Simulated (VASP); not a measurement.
# BeMo3 (Pm-3n) in VASP: single point with LDA

Aim: the single point of BeMo3 with LDA.

Program: VASP 6.6.1. These are calculated values, not measurements. Logs are shortened: lines on timing, memory, paths and dates and some standing lists are left out, and cuts for length are marked.

## Step 1: The cell of the first run

The structure is cubic, space group Pm-3n (No. 223). The conventional cell has a = 4.854 Å, b = 4.854 Å, c = 4.854 Å, α = 90.00°, β = 90.00°, γ = 90.00°. Within 3.6 Å of Be (site symmetry m-3) lie 12 Mo at 2.71 Å. Mo (site symmetry -4m2) has 10 Mo at 2.43 to 2.97 Å and 4 Be at 2.71 Å within 3.2 Å.

## Step 2: Single point, LDA

Input file INCAR:

```
ALGO = Normal
EDIFF = 1E-7
ENCUT = 520
ISIF = 2
ISMEAR = 1
LASPH = True
LCHARG = True
LELF = True
LREAL = False
LVHAR = True
LWAVE = False
NBANDS = 54
NELM = 100
PREC = Accurate
SIGMA = 0.1
```

Input file KPOINTS:

```
k-points
0
Gamma
  6 6 6
```

Input file POSCAR:

```
BeMo3
1.0
    4.8544450000      0.0000000000      0.0000000000
    0.0000000000      4.8544450000      0.0000000000
    0.0000000000      0.0000000000      4.8544450000
Be Mo
2 6
Direct
    0.0000000000      0.0000000000      0.0000000000
    0.5000000000      0.5000000000      0.5000000000
    0.2500000000      0.0000000000      0.5000000000
    0.7500000000      0.0000000000      0.5000000000
    0.0000000000      0.5000000000      0.2500000000
    0.0000000000      0.5000000000      0.7500000000
    0.5000000000      0.7500000000      0.0000000000
    0.5000000000      0.2500000000      0.0000000000
```

Potentials or basis: VASP PAW LDA potentials, release 64 (Be, Mo_sv).

Run with:

```bash
cat potpaw_LDA.64/Be/POTCAR potpaw_LDA.64/Mo_sv/POTCAR > POTCAR
mpirun -np 1 vasp_std > vasp.out
```

OUTCAR:

```text
EDIFF = 1E-7
   ENCUT = 520
   ISIF = 2
   ISMEAR = 1
   LASPH = True
   LREAL = False
   NELM = 100
   PREC = Accurate

 ion  position               nearest neighbor table
   1  0.000  0.000  0.000-   3 2.71   4 2.71   5 2.71   6 2.71   7 2.71   8 2.71   3 2.71   4 2.71
                             5 2.71   6 2.71   7 2.71   8 2.71
   2  0.500  0.500  0.500-   3 2.71   4 2.71   5 2.71   6 2.71   7 2.71   8 2.71   7 2.71   8 2.71
                             3 2.71   4 2.71   5 2.71   6 2.71
   3  0.250  0.000  0.500-   4 2.43   4 2.43   1 2.71   1 2.71   2 2.71   2 2.71   6 2.97   5 2.97
                             6 2.97   5 2.97   8 2.97   7 2.97   7 2.97   8 2.97
   4  0.750  0.000  0.500-   3 2.43   3 2.43   1 2.71   1 2.71   2 2.71   2 2.71   6 2.97   5 2.97
                             6 2.97   5 2.97   8 2.97   7 2.97   7 2.97   8 2.97
   5  0.000  0.500  0.250-   6 2.43   6 2.43   1 2.71   2 2.71   1 2.71   2 2.71   8 2.97   4 2.97
                             3 2.97   3 2.97   4 2.97   7 2.97   7 2.97   8 2.97
   6  0.000  0.500  0.750-   5 2.43   5 2.43   1 2.71   2 2.71   1 2.71   2 2.71   8 2.97   4 2.97
                             3 2.97   3 2.97   4 2.97   7 2.97   7 2.97   8 2.97
   7  0.500  0.750  0.000-   8 2.43   8 2.43   1 2.71   2 2.71   2 2.71   1 2.71   5 2.97   6 2.97
                             5 2.97   6 2.97   3 2.97   4 2.97   3 2.97   4 2.97
   8  0.500  0.250  0.000-   7 2.43   7 2.43   1 2.71   2 2.71   2 2.71   1 2.71   5 2.97   6 2.97
                             5 2.97   6 2.97   3 2.97   4 2.97   3 2.97   4 2.97

  LATTYP: Found a simple cubic cell.
 ALAT       =     4.8544450000

  Lattice vectors:

 A1 = (   4.8544450000,   0.0000000000,   0.0000000000)
 A2 = (   0.0000000000,   4.8544450000,   0.0000000000)
 A3 = (   0.0000000000,   0.0000000000,   4.8544450000)

Analysis of symmetry for initial positions (statically):
=====================================================================
 Subroutine PRICEL returns:
 Original cell was already a primitive cell.

 Routine SETGRP: Setting up the symmetry group for a
 simple cubic supercell.

 Subroutine GETGRP returns: Found 48 space group operations
 (whereof 24 operations were pure point group operations)
 out of a pool of 48 trial point group operations.

The static configuration has the point symmetry T_h .
 The point group associated with its full space group is O_h .

Analysis of symmetry for dynamics (positions and initial velocities):
=====================================================================
 Subroutine PRICEL returns:
 Original cell was already a primitive cell.

 Routine SETGRP: Setting up the symmetry group for a
 simple cubic supercell.

 Subroutine GETGRP returns: Found 48 space group operations
 (whereof 24 operations were pure point group operations)
 out of a pool of 48 trial point group operations.

The dynamic configuration has the point symmetry T_h .
 The point group associated with its full space group is O_h .

 Subroutine INISYM returns: Found 48 space group operations
 (whereof 24 operations are pure point group operations),
 and found     1 'primitive' translations

----------------------------------------------------------------------------------------

                                     Primitive cell

  volume of cell :     114.3981

  direct lattice vectors                    reciprocal lattice vectors
     4.854445000  0.000000000  0.000000000     0.205996772  0.000000000  0.000000000
     0.000000000  4.854445000  0.000000000     0.000000000  0.205996772  0.000000000
     0.000000000  0.000000000  4.854445000     0.000000000  0.000000000  0.205996772

  length of vectors
     4.854445000  4.854445000  4.854445000     0.205996772  0.205996772  0.205996772

  position of ions in fractional coordinates (direct lattice)
     0.000000000  0.000000000  0.000000000
     0.500000000  0.500000000  0.500000000
     0.250000000  0.000000000  0.500000000
     0.750000000  0.000000000  0.500000000
     0.000000000  0.500000000  0.250000000
     0.000000000  0.500000000  0.750000000
     0.500000000  0.750000000  0.000000000
     0.500000000  0.250000000  0.000000000

  ion indices of the primitive-cell ions
   primitive index   ion index
                 1           1
                 2           2
                 3           3
                 4           4
                 5           5
                 6           6
                 7           7
                 8           8

----------------------------------------------------------------------------------------

 KPOINTS: k-points

Automatic generation of k-mesh.
 Grid dimensions read from file:
 generate k-points for:    6    6    6

 Generating k-lattice:

  Cartesian coordinates                     Fractional coordinates (reciprocal lattice)
     0.034332795  0.000000000  0.000000000     0.166666667  0.000000000  0.000000000
     0.000000000  0.034332795  0.000000000     0.000000000  0.166666667  0.000000000
     0.000000000  0.000000000  0.034332795     0.000000000  0.000000000  0.166666667

  Length of vectors
     0.034332795  0.034332795  0.034332795

  Shift w.r.t. Gamma in fractional coordinates (k-lattice)
     0.000000000  0.000000000  0.000000000

 Subroutine IBZKPT returns following result:
 ===========================================

 Found     20 irreducible k-points:

 Following reciprocal coordinates:
            Coordinates               Weight
  0.000000  0.000000  0.000000      1.000000
  0.166667  0.000000  0.000000      6.000000
  0.333333  0.000000  0.000000      6.000000
  0.500000  0.000000  0.000000      3.000000
  0.166667  0.166667  0.000000     12.000000
  0.333333  0.166667  0.000000     24.000000
[... 12 lines left out ...]
  0.500000  0.500000  0.333333      6.000000
  0.500000  0.500000  0.500000      1.000000
   k-points           NKPTS =     20   k-points in BZ     NKDIM =     20   number of bands    NBANDS=     54
   number of dos      NEDOS =    301   number of ions     NIONS =      8
   total plane-waves  NPLWV =  46656
   dimension x,y,z NGX =    36 NGY =   36 NGZ =   36
   dimension x,y,z NGXF=    72 NGYF=   72 NGZF=   72
   ions per type =               2   6
   NGX,Y,Z   is equivalent  to a cutoff of  12.33, 12.33, 12.33 a.u.
   NGXF,Y,Z  is equivalent  to a cutoff of  24.66, 24.66, 24.66 a.u.
 SYSTEM =  unknown system
   PREC   = accura    normal or accurate (medium, high low for compatibility)
   ISTART =      0    job   : 0-new  1-cont  2-samecut
   ICHARG =      2    charge: 1-file 2-atom 10-const
   ISPIN  =      1    spin polarized calculation?
   LNONCOLLINEAR =      F non collinear calculations
   LSORBIT =      F    spin-orbit coupling
   LASPH  =      T    aspherical Exc in radial PAW
   ENCUT  =  520.0 eV  38.22 Ry    6.18 a.u.   9.03  9.03  9.03*2*pi/ulx,y,z
   NELM   =    100;   NELMIN=  2; NELMDL= -5     # of ELM steps
   EDIFF  = 0.1E-06   stopping-criterion for ELM
   LREAL  =      F    real-space projection
   EDIFFG = 0.1E-05   stopping-criterion for IOM
   NSW    =      0    number of steps for IOM
   IBRION =     -1    ionic relax: 0-MD 1-quasi-New 2-CG
   NFREE  =      0    steps in history (QN), initial steepest desc. (CG)
   ISIF   =      2    stress and relaxation
   ISYM   =      2    0-nonsym 1-usesym 2-fastsym
   POTIM  = 0.5000    time-step for ionic-motion
   TEBEG  =    0.0;   TEEND  =   0.0 temperature during run
   PSTRESS=    0.0 pullay stress
   NELECT =      88.0000    total number of electrons
   NUPDOWN=      -1.0000    fix difference up-down
   EMIN   =  10.00;   EMAX   =-10.00  energy-range for DOS
   EFERMI =   0.00;   METHOD = LEGACY
   ISMEAR =     1;   SIGMA  =   0.10  broadening in eV -4-tet -1-fermi 0-gaus
   EFERMI_NEDOS =   21; number of points for ismear=-14 and -15
   IALGO  =     38    algorithm
   IMIX   =      4    mixing-type and parameters
     AMIX     =   0.40;   BMIX     =  1.00
     AMIX_MAG =   1.60;   BMIX_MAG =  1.00
  volume/ion in A,a.u.               =      14.30        96.50
  Fermi-wavevector in a.u.,A,eV,Ry     =   1.500017  2.834621 30.613796  2.250051
  Thomas-Fermi vector in A             =   2.611572
   LORBIT       =      0    0 simple, 1 ext, 2 COOP (PROOUT), +10 PAW based schemes
   GGA     = CA    functional components
   LHFCALC =     F    Hartree Fock is set to
   AEXX    =    0.0000 exact exchange contribution
   IVDW    =     0    specifies the selected vdW correction
   LEPSILON=     F    determine dielectric tensor
   LRPA    =     F    only Hartree local field effects (RPA)
 non-spin polarized calculation
 Methfessel and Paxton  Order N= 1 SIGMA  =   0.10
  energy-cutoff  :      520.00
  volume of cell :      114.40
 maximum number of plane-waves:      3112
   NGX = 19   NGY = 19   NGZ = 19

 number of electron      88.0000000 magnetization

 Free energy of the ion-electron system (eV)
  ---------------------------------------------------
  ext. energy  EPLUGINS =         0.00000000
  ---------------------------------------------------
  free energy    TOTEN  =       -80.90986941 eV

  energy without entropy =      -80.90764880  energy(sigma->0) =      -80.90912921

 E-fermi :  10.3282     XC(G=0): -12.9041

 val. band max:       10.3247323141   @ k =   0.5000   0.5000   0.3333
 cond. band min:      10.3875165589   @ k =   0.5000   0.5000   0.0000
 fundamental gap:      0.0627842447
 Fermi energy:        10.3282379926

 k-point     1 :       0.0000    0.0000    0.0000
  band No.  band energies     occupation
      1     -50.0138      2.00000
      2     -49.8875      2.00000
      3     -49.8875      2.00000
      4     -49.5259      2.00000
      5     -49.5259      2.00000
      6     -49.5259      2.00000
[... 46 lines left out ...]
     53      13.9750      0.00000
     54      13.9750      0.00000

 k-point     2 :       0.1667    0.0000    0.0000
  band No.  band energies     occupation
      1     -50.0004      2.00000
      2     -49.8939      2.00000
      3     -49.8692      2.00000
      4     -49.5532      2.00000
      5     -49.5259      2.00000
      6     -49.5259      2.00000
[... 46 lines left out ...]
     53      13.8963      0.00000
     54      14.1678      0.00000

 k-point     3 :       0.3333    0.0000    0.0000
  band No.  band energies     occupation
      1     -49.9703      2.00000
      2     -49.9119      2.00000
      3     -49.8122      2.00000
      4     -49.6267      2.00000
      5     -49.5258      2.00000
      6     -49.5258      2.00000
[... 46 lines left out ...]
     53      13.8576      0.00000
     54      13.8576      0.00000
[... 856 lines left out ...]
 k-point    19 :       0.5000    0.5000    0.3333
  band No.  band energies     occupation
      1     -49.8319      2.00000
      2     -49.7536      2.00000
      3     -49.7320      2.00000
      4     -49.7320      2.00000
      5     -49.7103      2.00000
      6     -49.6300      2.00000
[... 46 lines left out ...]
     53      12.9589      0.00000
     54      13.1237      0.00000

 k-point    20 :       0.5000    0.5000    0.5000
  band No.  band energies     occupation
      1     -49.7320      2.00000
      2     -49.7320      2.00000
      3     -49.7320      2.00000
      4     -49.7320      2.00000
      5     -49.7320      2.00000
      6     -49.7320      2.00000
[... 46 lines left out ...]
     53      12.5187      0.00000
     54      12.5187      0.00000

------------------------ aborting loop because EDIFF is reached ----------------------------------------

  FORCE on cell =-STRESS in cart. coord.  units (eV):
  Direction    XX          YY          ZZ          XY          YZ          ZX
  --------------------------------------------------------------------------------------
  -------------------------------------------------------------------------------------
  Total       -8.3590921     -8.3590921     -8.3590921      0.0000000      0.0000000      0.0000000
  in kB     -117.0714334   -117.0714334   -117.0714334      0.0000000      0.0000000      0.0000000
  external PRESSURE =    -117.0714334 kB  Pullay stress =       0.0000000 kB

 VOLUME and BASIS-vectors are now :
 -----------------------------------------------------------------------------
  energy-cutoff  :      520.00
  volume of cell :      114.40
      direct lattice vectors                 reciprocal lattice vectors
     4.854445000  0.000000000  0.000000000     0.205996772  0.000000000  0.000000000
     0.000000000  4.854445000  0.000000000     0.000000000  0.205996772  0.000000000
     0.000000000  0.000000000  4.854445000     0.000000000  0.000000000  0.205996772

 POSITION                                       TOTAL-FORCE (eV/Angst)
 -----------------------------------------------------------------------------------
      0.00000      0.00000      0.00000        -0.000000     -0.000000      0.000000
      2.42722      2.42722      2.42722        -0.000000     -0.000000      0.000000
      1.21361      0.00000      2.42722        -0.000000     -0.000000     -0.000000
      3.64083      0.00000      2.42722         0.000000      0.000000      0.000000
      0.00000      2.42722      1.21361        -0.000000     -0.000000      0.000000
      0.00000      2.42722      3.64083         0.000000      0.000000      0.000000
      2.42722      3.64083      0.00000        -0.000000     -0.000000     -0.000000
      2.42722      1.21361      0.00000         0.000000      0.000000      0.000000
 -----------------------------------------------------------------------------------
    total drift:                                0.000000      0.000000     -0.000000

  FREE ENERGIE OF THE ION-ELECTRON SYSTEM (eV)
  ---------------------------------------------------
  free  energy   TOTEN  =       -80.9098694143 eV

  energy  without entropy=      -80.9076487977  energy(sigma->0) =      -80.90912921
```

Wall time 74 s (1 thread of Intel Xeon Platinum 8488C (Sapphire Rapids), shared host); peak memory 0.22 GiB.

What came out:

* Free energy: -80.9099 eV
* Pressure: -11.7 GPa
* Band gap on the k mesh: zero (band 44 reaches 10.48 eV, above the bottom of band 45 at 10.20 eV)
